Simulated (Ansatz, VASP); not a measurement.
**MoSe in VASP and in Ansatz**

INCAR

```
SYSTEM = MoSe
PREC = Accurate ; ENCUT = 500
EDIFF = 1E-6 ; ISMEAR = 0
SIGMA = 0.1 ; LREAL = .FALSE.
LASPH = .TRUE. ; NELM = 200
ALGO = Normal ; ISIF = 2
LWAVE = .FALSE. ; LCHARG = .FALSE.
LMAXMIX = 4 ; LDAU = .TRUE.
LDAUTYPE = 2 ; LDAUL = 2 -1
LDAUU = 4.38 0 ; LDAUJ = 0 0
LDAUPRINT = 1 ; GGA = PE
NBANDS = 17 ; GGA_COMPAT = .FALSE.
```

The input KPOINTS:

```
Automatic mesh
0
G
  12 12 12
  0 0 0
```

POSCAR

```
MoSe
1.0
    0.0000000000      2.7854210634      2.7854210634
    2.7854210634      0.0000000000      2.7854210634
    2.7854210634      2.7854210634      0.0000000000
Mo Se
1 1
Direct
    0.0000000000      0.0000000000      0.0000000000
    0.5000000000      0.5000000000      0.5000000000
```

Input for Ansatz:

```yaml
crystal:
  lattice:
    - [0.0, 2.7854210634, 2.7854210634]
    - [2.7854210634, 0.0, 2.7854210634]
    - [2.7854210634, 2.7854210634, 0.0]
  atoms:
    - { symbol: Mo, position: [0.0, 0.0, 0.0] }
    - { symbol: Se, position: [0.5, 0.5, 0.5] }
basis:
  ecutwfc: 420
kpoints:
  mp_grid: { grid: [12, 12, 12] }
hamiltonian:
  xc: pbe
  hubbard: { sites: [{ species: Mo, l: d, u_eff: 4.38 }] }
scf:
  occupations: { method: gaussian, width: 0.1 }
output:
  forces: true
  stress: true
  eigenvalues: true
```

Alike in both runs: task single point; functional PBE; k mesh 12 × 12 × 12; occupations gaussian, width 0.1 eV; no spin polarisation; Hubbard terms Mo d U = 4.38 eV.

|  | VASP | Ansatz |
| --- | --- | --- |
| version | VASP 6.6.1 | Ansatz 0.2.0 |
| potentials or method | VASP PAW PBE potentials, release 64 (Mo_sv, Se), cutoff 500 eV | scalar-relativistic, plane waves, PAW |
| valence electrons in the cell | 20 | 30 |

Ansatz gave:

- gap on the k mesh at the Fermi level (eV): none
- pressure (GPa): -11.6

Task: Which values does VASP return?

Result: gap on the k mesh at the Fermi level (eV): none; pressure (GPa): -11.0.

The programs project onto different local orbitals, so the same U acts differently, and such runs can settle in different states. A gap of «none» marks a metal or a gap that the smearing closes. VASP's potentials hold 20 valence electrons a cell and Ansatz's 30, so a difference there can come from the potentials and not from the codes. Ansatz's warnings: filled band counts differ across k points.
